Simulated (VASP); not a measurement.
# NiO (Fm-3m) in VASP: notebook, part 2 of 2

VASP 6.6.1. The steps go on from the part before.

## 3. Density of states, PBEsol+U, collinear spin, ferromagnetic start

Input file POSCAR:

```
NiO
1.0
    0.0000000000      2.0859016414      2.0859016414
    2.0859016414      0.0000000000      2.0859016414
    2.0859016414      2.0859016414      0.0000000000
Ni O
1 1
Direct
    0.0000000000      0.0000000000      0.0000000000
    0.5000000000      0.5000000000      0.5000000000
```

Input file INCAR.step1:

```
SYSTEM = NiO
PREC = Accurate ; ENCUT = 520
EDIFF = 1E-7 ; ISMEAR = -1
SIGMA = 0.05 ; LREAL = .False.
LASPH = .True. ; NELM = 150
ALGO = Normal ; ISIF = 2
LWAVE = .False. ; LCHARG = .True.
ISPIN = 2 ; MAGMOM = 1 0
LMAXMIX = 4 ; LDAU = .True.
LDAUTYPE = 2 ; LDAUL = 2 -1
LDAUU = 4 0 ; LDAUJ = 0 0
LDAUPRINT = 1 ; GGA = PS
NBANDS = 19
```

Input file KPOINTS.step1:

```
Automatic mesh
0
Gamma
  11 11 11
  0 0 0
```

Input file INCAR.step2:

```
SYSTEM = NiO
PREC = Accurate ; ENCUT = 520
EDIFF = 1E-7 ; ISMEAR = -5
SIGMA = 0.05 ; LREAL = .False.
LASPH = .True. ; NELM = 150
ALGO = Normal ; ISIF = 2
LWAVE = .False. ; LCHARG = .False.
ISPIN = 2 ; MAGMOM = 1 0
LORBIT = 10 ; LMAXMIX = 4
LDAU = .True. ; LDAUTYPE = 2
LDAUL = 2 -1 ; LDAUU = 4 0
LDAUJ = 0 0 ; LDAUPRINT = 1
GGA = PS ; NBANDS = 19
NEDOS = 2001 ; ICHARG = 11
```

Input file KPOINTS.step2:

```
Automatic mesh
0
Gamma
  17 17 17
  0 0 0
```

Potentials or basis: VASP PAW PBE potentials, release 64 (Ni, O).

On the command line:

```console
cat potpaw_PBE.64/Ni/POTCAR potpaw_PBE.64/O/POTCAR > POTCAR
cp INCAR.step1 INCAR
cp KPOINTS.step1 KPOINTS
mpirun -np 1 vasp_std > vasp.out
cp INCAR.step2 INCAR
cp KPOINTS.step2 KPOINTS
mpirun -np 1 vasp_std > vasp.out
```

It took 72 s on 1 thread of AMD EPYC 9R45 (Zen 5), shared host; peak memory 0.18 GiB.

It converged, with:

| Quantity | Value |
| --- | --- |
| Net moment | 2.00 μB per cell |
| Site moments | Ni +1.74; O +0.24 μB |
| Valence electrons inside the program's atomic spheres | Ni 9.01; O 4.99 |

Levels at points of the mesh, in eV from the valence-band top:
Spin up:
```
           k point  band 6  band 7  band 8  band 9  band 10  band 11  band 12  band 13
(0.00, 0.00, 0.00)   -4.16   -1.99   -1.99   -1.99     2.26    18.22    18.22    18.22
```
Spin down:
```
           k point  band 5  band 6  band 7  band 8  band 9  band 10
(0.00, 0.00, 0.00)   -1.51   -1.51   -1.51    1.15    1.15     2.64
```

Eigenvalues of the final occupation matrices:
```csv
site,spin,trace,eigenvalues
site 1 d,1,4.98,0.98 0.98 0.98 1.03 1.03
site 1 d,2,3.27,0.18 0.18 0.97 0.97 0.97
```

Caveat: a cell with one magnetic atom can't hold antiferromagnetic order, which such compounds often take.

## 4. Density of states, PBEsol+U, collinear spin, ferromagnetic start

POSCAR is that of step 3.

Input file INCAR.step1:

```
SYSTEM = NiO
  PREC = Accurate
  ENCUT = 520
  EDIFF = 1E-6
  ISMEAR = -1
  SIGMA = 0.05
  LREAL = .FALSE.
  LASPH = .TRUE.
  NELM = 150
  ALGO = Normal
  ISIF = 2
  LWAVE = .FALSE.
  LCHARG = .TRUE.
  ISPIN = 2
  MAGMOM = 1 0
  LMAXMIX = 4
  LDAU = .TRUE.
  LDAUTYPE = 2
  LDAUL = 2 -1
  LDAUU = 6 0
  LDAUJ = 0 0
  LDAUPRINT = 1
  GGA = PS
  NBANDS = 19
```

Input file KPOINTS.step1:

```
regular mesh
0
G
  11 11 11
  0 0 0
```

Input file INCAR.step2:

```
SYSTEM = NiO
  PREC = Accurate
  ENCUT = 520
  EDIFF = 1E-6
  ISMEAR = -5
  SIGMA = 0.05
  LREAL = .FALSE.
  LASPH = .TRUE.
  NELM = 150
  ALGO = Normal
  ISIF = 2
  LWAVE = .FALSE.
  LCHARG = .FALSE.
  ISPIN = 2
  MAGMOM = 1 0
  LORBIT = 11
  LMAXMIX = 4
  LDAU = .TRUE.
  LDAUTYPE = 2
  LDAUL = 2 -1
  LDAUU = 6 0
  LDAUJ = 0 0
  LDAUPRINT = 1
  GGA = PS
  NBANDS = 19
  NEDOS = 1001
  ICHARG = 11
```

Input file KPOINTS.step2:

```
regular mesh
0
G
  17 17 17
  0 0 0
```

On the command line:

```console
cat potpaw_PBE.64/Ni/POTCAR potpaw_PBE.64/O/POTCAR > POTCAR
cp INCAR.step1 INCAR
cp KPOINTS.step1 KPOINTS
mpirun -np 1 vasp_std > vasp.out
cp INCAR.step2 INCAR
cp KPOINTS.step2 KPOINTS
mpirun -np 1 vasp_std > vasp.out
```

Wall time 66 s (1 thread of AMD EPYC 9R45 (Zen 5), shared host); peak memory 0.18 GiB.

It converged, with:

- Net moment: 2.00 μB per cell
- Site moments: Ni +1.80; O +0.19 μB
- Valence electrons inside the program's atomic spheres: Ni 9.02; O 5.00

Levels at points of the mesh, in eV from the valence-band top:
Spin up:
```csv
k point,band 7,band 8,band 9,band 10,band 11,band 12
"(0.00, 0.00, 0.00)",-1.52,-1.52,-1.52,2.64,17.81,17.81
```
Spin down:
```
           k point  band 4  band 5  band 6  band 7  band 8  band 9  band 10  band 11
(0.00, 0.00, 0.00)   -3.82   -1.13   -1.13   -1.13    2.19    2.19     3.00    18.12
```

Eigenvalues of the final occupation matrices:
| site | spin | trace | eigenvalues |
| --- | --- | --- | --- |
| site 1 d | 1 | 5.02 | 0.98 0.98 0.98 1.04 1.04 |
| site 1 d | 2 | 3.24 | 0.15 0.15 0.98 0.98 0.98 |

Caveat: a cell with one magnetic atom can't hold antiferromagnetic order, which such compounds often take. The state reached can hang on the start; a lower one may exist.

## 5. Density of states, PBE, collinear spin, ferromagnetic start

POSCAR is that of step 4.

Input file INCAR.step1:

```
ALGO = Normal ; EDIFF = 1E-6
ENCUT = 520 ; GGA = PE
ISIF = 2 ; ISMEAR = -1
ISPIN = 2 ; LASPH = True
LCHARG = True ; LMAXMIX = 4
LREAL = False ; LWAVE = False
MAGMOM = 1 0 ; NBANDS = 19
NELM = 150 ; PREC = Accurate
SIGMA = 0.05
```

Input file KPOINTS.step1:

```
k-points
0
Gamma
  6 6 6
```

Input file INCAR.step2:

```
ALGO = Normal ; EDIFF = 1E-6
ENCUT = 520 ; GGA = PE
ICHARG = 11 ; ISIF = 2
ISMEAR = -5 ; ISPIN = 2
LASPH = True ; LCHARG = False
LMAXMIX = 4 ; LORBIT = 10
LREAL = False ; LWAVE = False
MAGMOM = 1 0 ; NBANDS = 19
NEDOS = 1001 ; NELM = 150
PREC = Accurate ; SIGMA = 0.05
```

Input file KPOINTS.step2:

```
k-points
0
Gamma
  9 9 9
```

On the command line:

```console
cat potpaw_PBE.64/Ni/POTCAR potpaw_PBE.64/O/POTCAR > POTCAR
cp INCAR.step1 INCAR
cp KPOINTS.step1 KPOINTS
mpirun -np 1 vasp_std > vasp.out
cp INCAR.step2 INCAR
cp KPOINTS.step2 KPOINTS
mpirun -np 1 vasp_std > vasp.out
```

Run time: 12 s. Hardware: 1 thread of Intel Xeon 6975P-C (Granite Rapids), shared host; peak memory 0.15 GiB.

The run converged. Its results:

| Quantity | Value |
| --- | --- |
| Net moment | 1.72 μB per cell |
| Site moments | Ni +1.47; O +0.28 μB |
| Valence electrons inside the program's atomic spheres | Ni 8.98; O 5.00 |

Levels at points of the mesh, in eV from the Fermi level:
Spin up:
| k point | band 6 | band 7 | band 8 | band 9 | band 10 | band 11 | band 12 | band 13 |
| --- | --- | --- | --- | --- | --- | --- | --- | --- |
| (0.00, 0.00, 0.00) | -3.02 | -2.64 | -2.64 | -2.64 | 1.55 | 17.87 | 18.95 | 18.95 |
Spin down:
| k point | band 3 | band 4 | band 5 | band 6 | band 7 | band 8 | band 9 | band 10 | band 11 | band 12 |
| --- | --- | --- | --- | --- | --- | --- | --- | --- | --- | --- |
| (0.00, 0.00, 0.00) | -2.52 | -2.52 | -1.84 | -1.84 | -1.84 | -0.61 | -0.61 | 1.90 | 17.80 | 19.17 |

Caveat: the k points lie up to 0.43 Å⁻¹ apart; a cell with one magnetic atom can't hold antiferromagnetic order, which such compounds often take; semilocal functionals often make such compounds metallic where correlation or magnetic order opens a gap, which also shifts bond lengths.

## 6. Density of states, PBEsol, collinear spin, ferromagnetic start

POSCAR is that of step 5.

Input file INCAR.step1:

```
SYSTEM = NiO
PREC     = Accurate       ! precision mode
ENCUT    = 520            ! plane-wave cutoff, eV
EDIFF    = 1E-7           ! SCF threshold, eV
ISMEAR   = -1             ! smearing method
SIGMA    = 0.05           ! smearing width, eV
LREAL    = .False.        ! projectors in reciprocal space
LASPH    = .True.         ! aspherical terms in the spheres
NELM     = 150            ! most SCF steps
ALGO     = Normal         ! electronic algorithm
ISIF     = 2              ! what is computed and relaxed
LWAVE    = .False.        ! write WAVECAR
LCHARG   = .True.         ! write CHGCAR
ISPIN    = 2              ! spin polarisation
MAGMOM   = 1 0            ! initial moments
LMAXMIX  = 4              ! l up to which the mixer works
GGA      = PS             ! functional
NBANDS   = 19             ! bands
```

Input file KPOINTS.step1:

```
Automatic mesh
0
Gamma
  6 6 6
  0 0 0
```

Input file INCAR.step2:

```
SYSTEM = NiO
PREC     = Accurate       ! precision mode
ENCUT    = 520            ! plane-wave cutoff, eV
EDIFF    = 1E-7           ! SCF threshold, eV
ISMEAR   = -5             ! smearing method
SIGMA    = 0.05           ! smearing width, eV
LREAL    = .False.        ! projectors in reciprocal space
LASPH    = .True.         ! aspherical terms in the spheres
NELM     = 150            ! most SCF steps
ALGO     = Normal         ! electronic algorithm
ISIF     = 2              ! what is computed and relaxed
LWAVE    = .False.        ! write WAVECAR
LCHARG   = .False.        ! write CHGCAR
ISPIN    = 2              ! spin polarisation
MAGMOM   = 1 0            ! initial moments
LORBIT   = 11             ! projections on sites
LMAXMIX  = 4              ! l up to which the mixer works
GGA      = PS             ! functional
NBANDS   = 19             ! bands
NEDOS    = 2001           ! points of the DOS
ICHARG   = 11             ! starting density
```

Input file KPOINTS.step2:

```
Automatic mesh
0
Gamma
  9 9 9
  0 0 0
```

Potentials or basis: VASP PAW PBE potentials, release 64 (Ni, O).

On the command line:

```console
cat potpaw_PBE.64/Ni/POTCAR potpaw_PBE.64/O/POTCAR > POTCAR
cp INCAR.step1 INCAR
cp KPOINTS.step1 KPOINTS
mpirun -np 1 vasp_std > vasp.out
cp INCAR.step2 INCAR
cp KPOINTS.step2 KPOINTS
mpirun -np 1 vasp_std > vasp.out
```

It took 14 s on 1 thread of Intel Xeon 6975P-C (Granite Rapids), shared host; peak memory 0.15 GiB.

It converged, with:

```
Net moment                                            : 0.90 μB per cell
Site moments                                          : Ni +0.85; O +0.13 μB
Valence electrons inside the program's atomic spheres : Ni 9.05; O 4.92
```

Levels at points of the mesh, in eV from the Fermi level:
Spin up:
```
           k point  band 7  band 8  band 9  band 10  band 11  band 12
(0.00, 0.00, 0.00)   -2.19   -2.19   -2.19     1.51    17.64    18.90
```
Spin down:
```tsv
k point	band 5	band 6	band 7	band 8	band 9	band 10	band 11	band 12
(0.00, 0.00, 0.00)	-1.71	-1.71	-1.71	-1.08	-1.08	1.68	17.63	19.04
```

Caveat: the k points lie up to 0.43 Å⁻¹ apart; a cell with one magnetic atom can't hold antiferromagnetic order, which such compounds often take; semilocal functionals often make such compounds metallic where correlation or magnetic order opens a gap, which also shifts bond lengths.

## 7. Overview

| task | level | U | k mesh | k mesh for the DOS | occupations for the DOS | moment (μB) |
| --- | --- | --- | --- | --- | --- | --- |
| single point | PBEsol+U | Ni d U = 8.0 eV | 11 × 11 × 11 | - | - | 2.00 |
| density of states | PBEsol+U | Ni d U = 4.0 eV | 11 × 11 × 11 | 17 × 17 × 17 | tetrahedron | 2.00 |
| density of states | PBEsol+U | Ni d U = 6.0 eV | 11 × 11 × 11 | 17 × 17 × 17 | tetrahedron | 2.00 |
| density of states | PBE | - | 6 × 6 × 6 | 9 × 9 × 9 | tetrahedron | 1.72 |
| density of states | PBEsol | - | 6 × 6 × 6 | 9 × 9 × 9 | tetrahedron | 0.90 |

Alike in all rows: potentials or basis VASP PAW PBE potentials, release 64 (Ni, O); spin collinear, ferromagnetic start; cell as given; cutoff (eV) 520; smearing fermi-dirac 0.05 eV.

Caveats: some runs use coarse meshes; a cell with one magnetic atom can't hold antiferromagnetic order, which such compounds often take; semilocal functionals often make such compounds metallic where correlation or magnetic order opens a gap, which also shifts bond lengths (some runs).

Absolute energies hang on the potentials; compare differences alone.
